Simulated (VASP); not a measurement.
# SrTa2O2 (I4/mmm) in VASP: notebook

SrTa2O2 is run at these levels: PBE; tasks: single point.

Everything below comes from runs of VASP 6.6.1. Logs are shortened: lines on timing, memory, paths and dates and some standing lists are left out, and cuts for length are marked.

### Step 1. The cell of the first run

The structure is tetragonal, space group I4/mmm (No. 139). Conventional cell: a = 5.473 Å, b = 5.473 Å, c = 5.744 Å, α = 90.00°, β = 90.00°, γ = 90.00°. Sr (site symmetry 4/mmm) has 2 O at 2.04 Å and 4 Ta at 2.74 Å within 2.8 Å. Ta (site symmetry mmm) has 2 Sr at 2.74 Å and 8 O at 2.86 to 3.41 Å and 2 Ta at 2.87 Å within 3.6 Å. O (site symmetry 4mm) has 1 O at 1.67 Å and 1 Sr at 2.04 Å within 2.2 Å.

The cell was built from a structure type or drawn by symmetry, and may not be a known phase.

### Step 2. Single point, PBE

INCAR reads:

```
  PREC = Accurate
  ENCUT = 520
  EDIFF = 1E-7
  ISMEAR = 0
  SIGMA = 0.1
  LREAL = False
  LASPH = True
  NELM = 60
  ALGO = Normal
  ISIF = 2
  LWAVE = False
  LCHARG = True
  GGA = PE
  LELF = True
  LVHAR = True
  NBANDS = 30
```

KPOINTS reads:

```
Automatic mesh
0
Gamma
  4 4 4
```

POSCAR reads:

```
SrTa2O2
1.0
   -2.7365454400      2.7365454400      2.8722197900
    2.7365454400     -2.7365454400      2.8722197900
    2.7365454400      2.7365454400     -2.8722197900
Sr Ta O
1 2 2
Direct
    0.0000000000      0.0000000000      0.0000000000
    0.5000000000      0.0000000000      0.5000000000
    0.0000000000      0.5000000000      0.5000000000
    0.6455033900      0.6455033900      0.0000000000
    0.3544966100      0.3544966100      0.0000000000
```

Potentials or basis: VASP PAW PBE potentials, release 64 (Sr_sv, Ta_pv, O).

Command:

```
cat potpaw_PBE.64/Sr_sv/POTCAR potpaw_PBE.64/Ta_pv/POTCAR potpaw_PBE.64/O/POTCAR > POTCAR
mpirun -np 1 vasp_std > vasp.out
```

OUTCAR:

```text
PREC = Accurate
   ENCUT = 520
   EDIFF = 1E-7
   ISMEAR = 0
   LREAL = False
   LASPH = True
   NELM = 60
   ISIF = 2
   GGA = PE

 ion  position               nearest neighbor table
   1  0.000  0.000  0.000-   4 2.04   5 2.04   2 2.74   3 2.74   3 2.74   2 2.74   2 3.97   3 3.97
                             3 3.97   3 3.97   2 3.97   2 3.97   2 3.97   3 3.97
   2  0.500  0.000  0.500-   1 2.74   1 2.74   3 2.87   3 2.87   1 3.97   1 3.97   1 3.97   1 3.97

   3  0.000  0.500  0.500-   1 2.74   1 2.74   2 2.87   2 2.87   1 3.97   1 3.97   1 3.97   1 3.97

   4  0.646  0.646  0.000-   5 1.67   1 2.04
   5  0.354  0.354  0.000-   4 1.67   1 2.04

  LATTYP: Found a body centered tetragonal cell.
 ALAT       =     5.4730908800
 C/A-ratio  =     1.0495786944

  Lattice vectors:

 A1 = (  -2.7365454400,   2.7365454400,   2.8722197900)
 A2 = (   2.7365454400,  -2.7365454400,   2.8722197900)
 A3 = (   2.7365454400,   2.7365454400,  -2.8722197900)

Analysis of symmetry for initial positions (statically):
=====================================================================
 Subroutine PRICEL returns:
 Original cell was already a primitive cell.

 Routine SETGRP: Setting up the symmetry group for a
 body centered tetragonal supercell.

 Subroutine GETGRP returns: Found 16 space group operations
 (whereof 16 operations were pure point group operations)
 out of a pool of 16 trial point group operations.

The static configuration has the point symmetry D_4h.

Analysis of symmetry for dynamics (positions and initial velocities):
=====================================================================
 Subroutine PRICEL returns:
 Original cell was already a primitive cell.

 Routine SETGRP: Setting up the symmetry group for a
 body centered tetragonal supercell.

 Subroutine GETGRP returns: Found 16 space group operations
 (whereof 16 operations were pure point group operations)
 out of a pool of 16 trial point group operations.

The dynamic configuration has the point symmetry D_4h.

 Subroutine INISYM returns: Found 16 space group operations
 (whereof 16 operations are pure point group operations),
 and found     1 'primitive' translations

----------------------------------------------------------------------------------------

                                     Primitive cell

  volume of cell :      86.0366

  direct lattice vectors                    reciprocal lattice vectors
    -2.736545440  2.736545440  2.872219790     0.000000000  0.182712113  0.174081385
     2.736545440 -2.736545440  2.872219790     0.182712113  0.000000000  0.174081385
     2.736545440  2.736545440 -2.872219790     0.182712113  0.182712113  0.000000000

  length of vectors
     4.819440674  4.819440674  4.819440674     0.252364904  0.252364904  0.258393948

  position of ions in fractional coordinates (direct lattice)
     0.000000000  0.000000000  0.000000000
     0.500000000  0.000000000  0.500000000
     0.000000000  0.500000000  0.500000000
     0.645503390  0.645503390  0.000000000
     0.354496610  0.354496610  0.000000000

  ion indices of the primitive-cell ions
   primitive index   ion index
                 1           1
                 2           2
                 3           3
                 4           4
                 5           5

----------------------------------------------------------------------------------------

 KPOINTS: Automatic mesh

Automatic generation of k-mesh.
 Grid dimensions read from file:
 generate k-points for:    4    4    4

 Generating k-lattice:

  Cartesian coordinates                     Fractional coordinates (reciprocal lattice)
     0.000000000  0.045678028  0.043520346     0.250000000  0.000000000 -0.000000000
     0.045678028  0.000000000  0.043520346     0.000000000  0.250000000 -0.000000000
     0.045678028  0.045678028  0.000000000     0.000000000  0.000000000  0.250000000

  Length of vectors
     0.063091226  0.063091226  0.064598487

  Shift w.r.t. Gamma in fractional coordinates (k-lattice)
     0.000000000  0.000000000  0.000000000

 Subroutine IBZKPT returns following result:
 ===========================================

 Found     13 irreducible k-points:

 Following reciprocal coordinates:
            Coordinates               Weight
  0.000000  0.000000  0.000000      1.000000
  0.250000  0.000000 -0.000000      8.000000
  0.500000  0.000000 -0.000000      4.000000
  0.250000  0.250000 -0.000000      8.000000
  0.500000  0.250000 -0.000000     16.000000
 -0.250000  0.250000  0.000000      4.000000
  0.500000  0.500000 -0.000000      2.000000
  0.250000  0.250000  0.250000      2.000000
 -0.250000  0.250000  0.250000      4.000000
  0.500000  0.500000  0.250000      4.000000
 -0.250000  0.500000  0.250000      8.000000
 -0.250000 -0.250000  0.250000      2.000000
  0.500000  0.500000  0.500000      1.000000
   k-points           NKPTS =     13   k-points in BZ     NKDIM =     13   number of bands    NBANDS=     30
   number of dos      NEDOS =    301   number of ions     NIONS =      5
   total plane-waves  NPLWV =  46656
   dimension x,y,z NGX =    36 NGY =   36 NGZ =   36
   dimension x,y,z NGXF=    72 NGYF=   72 NGZF=   72
   ions per type =               1   2   2
   NGX,Y,Z   is equivalent  to a cutoff of  12.42, 12.42, 12.42 a.u.
   NGXF,Y,Z  is equivalent  to a cutoff of  24.84, 24.84, 24.84 a.u.
 SYSTEM =  unknown system
   PREC   = accura    normal or accurate (medium, high low for compatibility)
   ISTART =      0    job   : 0-new  1-cont  2-samecut
   ICHARG =      2    charge: 1-file 2-atom 10-const
   ISPIN  =      1    spin polarized calculation?
   LNONCOLLINEAR =      F non collinear calculations
   LSORBIT =      F    spin-orbit coupling
   LASPH  =      T    aspherical Exc in radial PAW
   ENCUT  =  520.0 eV  38.22 Ry    6.18 a.u.   8.96  8.96  8.96*2*pi/ulx,y,z
   NELM   =     60;   NELMIN=  2; NELMDL= -5     # of ELM steps
   EDIFF  = 0.1E-06   stopping-criterion for ELM
   LREAL  =      F    real-space projection
   EDIFFG = 0.1E-05   stopping-criterion for IOM
   NSW    =      0    number of steps for IOM
   IBRION =     -1    ionic relax: 0-MD 1-quasi-New 2-CG
   NFREE  =      0    steps in history (QN), initial steepest desc. (CG)
   ISIF   =      2    stress and relaxation
   ISYM   =      2    0-nonsym 1-usesym 2-fastsym
   POTIM  = 0.5000    time-step for ionic-motion
   TEBEG  =    0.0;   TEEND  =   0.0 temperature during run
   PSTRESS=    0.0 pullay stress
   NELECT =      44.0000    total number of electrons
   NUPDOWN=      -1.0000    fix difference up-down
   EMIN   =  10.00;   EMAX   =-10.00  energy-range for DOS
   EFERMI =   0.00;   METHOD = LEGACY
   ISMEAR =     0;   SIGMA  =   0.10  broadening in eV -4-tet -1-fermi 0-gaus
   EFERMI_NEDOS =   21; number of points for ismear=-14 and -15
   IALGO  =     38    algorithm
   IMIX   =      4    mixing-type and parameters
     AMIX     =   0.40;   BMIX     =  1.00
     AMIX_MAG =   1.60;   BMIX_MAG =  1.00
  volume/ion in A,a.u.               =      17.21       116.12
  Fermi-wavevector in a.u.,A,eV,Ry     =   1.309176  2.473984 23.319597  1.713942
  Thomas-Fermi vector in A             =   2.439793
   LORBIT       =      0    0 simple, 1 ext, 2 COOP (PROOUT), +10 PAW based schemes
   GGA     = PE    functional components
   LHFCALC =     F    Hartree Fock is set to
   AEXX    =    0.0000 exact exchange contribution
   IVDW    =     0    specifies the selected vdW correction
   LEPSILON=     F    determine dielectric tensor
   LRPA    =     F    only Hartree local field effects (RPA)
 non-spin polarized calculation
 Gauss-broadening in eV      SIGMA  =   0.10
  energy-cutoff  :      520.00
  volume of cell :       86.04
 maximum number of plane-waves:      2343
   NGX = 17   NGY = 17   NGZ = 17

 number of electron      43.9999998 magnetization

 Free energy of the ion-electron system (eV)
  ---------------------------------------------------
  ext. energy  EPLUGINS =         0.00000000
  ---------------------------------------------------
  free energy    TOTEN  =       -26.90162039 eV

  energy without entropy =      -26.86486580  energy(sigma->0) =      -26.88324310

 E-fermi :   4.1928     XC(G=0): -10.9917

 val. band max:        4.1877747889   @ k =  -0.2500   0.5000   0.2500
 cond. band min:       4.2201300208   @ k =   0.5000   0.0000  -0.0000
 fundamental gap:      0.0323552319
 Fermi energy:         4.1927751659

 k-point     1 :       0.0000    0.0000    0.0000
  band No.  band energies     occupation
      1     -31.0541      2.00000
      2     -31.0541      2.00000
      3     -30.9275      2.00000
      4     -30.7924      2.00000
      5     -30.7924      2.00000
      6     -30.2074      2.00000
[... 22 lines left out ...]
     29       7.2267      0.00000
     30       8.5901      0.00000

 k-point     2 :       0.2500    0.0000   -0.0000
  band No.  band energies     occupation
      1     -31.0548      2.00000
      2     -31.0536      2.00000
      3     -30.8556      2.00000
      4     -30.8271      2.00000
      5     -30.7940      2.00000
      6     -30.3185      2.00000
[... 22 lines left out ...]
     29       6.4799      0.00000
     30       6.6231      0.00000

 k-point     3 :       0.5000    0.0000   -0.0000
  band No.  band energies     occupation
      1     -31.0545      2.00000
      2     -31.0531      2.00000
      3     -30.9130      2.00000
      4     -30.7956      2.00000
      5     -30.5780      2.00000
      6     -30.5780      2.00000
[... 22 lines left out ...]
     29       5.8676      0.00000
     30       6.3675      0.00000

 k-point     4 :       0.2500    0.2500   -0.0000
  band No.  band energies     occupation
      1     -31.0635      2.00000
      2     -31.0448      2.00000
      3     -30.9257      2.00000
      4     -30.7804      2.00000
      5     -30.5796      2.00000
      6     -30.5764      2.00000
[... 253 lines left out ...]
     29       6.1622      0.00000
     30       6.1926      0.00000

 k-point    12 :      -0.2500   -0.2500    0.2500
  band No.  band energies     occupation
      1     -31.0543      2.00000
      2     -31.0543      2.00000
      3     -30.7945      2.00000
      4     -30.7945      2.00000
      5     -30.5817      2.00000
      6     -30.5749      2.00000
[... 22 lines left out ...]
     29       5.9945      0.00000
     30       6.0429      0.00000

 k-point    13 :       0.5000    0.5000    0.5000
  band No.  band energies     occupation
      1     -31.0658      2.00000
      2     -31.0658      2.00000
      3     -30.9360      2.00000
      4     -30.7846      2.00000
      5     -30.7846      2.00000
      6     -30.2035      2.00000
[... 22 lines left out ...]
     29       6.6979      0.00000
     30       6.6979      0.00000

------------------------ aborting loop because EDIFF is reached ----------------------------------------

  FORCE on cell =-STRESS in cart. coord.  units (eV):
  Direction    XX          YY          ZZ          XY          YZ          ZX
  --------------------------------------------------------------------------------------
  -------------------------------------------------------------------------------------
  Total        4.4616789      4.4616789      5.8576975     -0.0000000      0.0000000      0.0000000
  in kB       83.0856277     83.0856277    109.0823628     -0.0000000      0.0000000      0.0000000
  external PRESSURE =      91.7512061 kB  Pullay stress =       0.0000000 kB

 VOLUME and BASIS-vectors are now :
 -----------------------------------------------------------------------------
  energy-cutoff  :      520.00
  volume of cell :       86.04
      direct lattice vectors                 reciprocal lattice vectors
    -2.736545440  2.736545440  2.872219790     0.000000000  0.182712113  0.174081385
     2.736545440 -2.736545440  2.872219790     0.182712113  0.000000000  0.174081385
     2.736545440  2.736545440 -2.872219790     0.182712113  0.182712113  0.000000000

 POSITION                                       TOTAL-FORCE (eV/Angst)
 -----------------------------------------------------------------------------------
      0.00000      0.00000      0.00000        -0.000000     -0.000000      0.000000
      0.00000      2.73655      0.00000        -0.000000     -0.000000     -0.000000
      2.73655      0.00000      0.00000        -0.000000     -0.000000      0.000000
      0.00000      0.00000      3.70806         0.000000      0.000000     -3.209936
      0.00000      0.00000      2.03638         0.000000      0.000000      3.209936
 -----------------------------------------------------------------------------------
    total drift:                                0.000000      0.000000     -0.000000

  FREE ENERGIE OF THE ION-ELECTRON SYSTEM (eV)
  ---------------------------------------------------
  free  energy   TOTEN  =       -26.9016203922 eV

  energy  without entropy=      -26.8648657992  energy(sigma->0) =      -26.88324310
```

It took 37 s on 1 thread of Intel Xeon Platinum 8488C (Sapphire Rapids), shared host; peak memory 0.22 GiB.

Results:

```
Free energy            : -26.9016 eV
Pressure               : 9.2 GPa
Largest force          : 3.210 eV/Å
Band gap on the k mesh : zero (bands 22 and 23 overlap by 0.44 eV)
```

Forces in eV/Å, atoms in the order of the input:
```
Sr   0.000  0.000  0.000
Ta   0.000  0.000  0.000
Ta   0.000  0.000  0.000
O    0.000  0.000 -3.210
O    0.000  0.000  3.210
```

Stress tensor (GPa, compression positive):
```
 8.31  0.00  0.00
 0.00  8.31  0.00
 0.00  0.00 10.91
```

Caveat: the k points lie up to 0.40 Å⁻¹ apart; spin-orbit coupling is left out, which moves the levels of the heavy elements; forces of over 1 eV/Å act on the atoms, so gaps and moduli don't describe the material at rest.

(Part 1 of 2 ends here.)
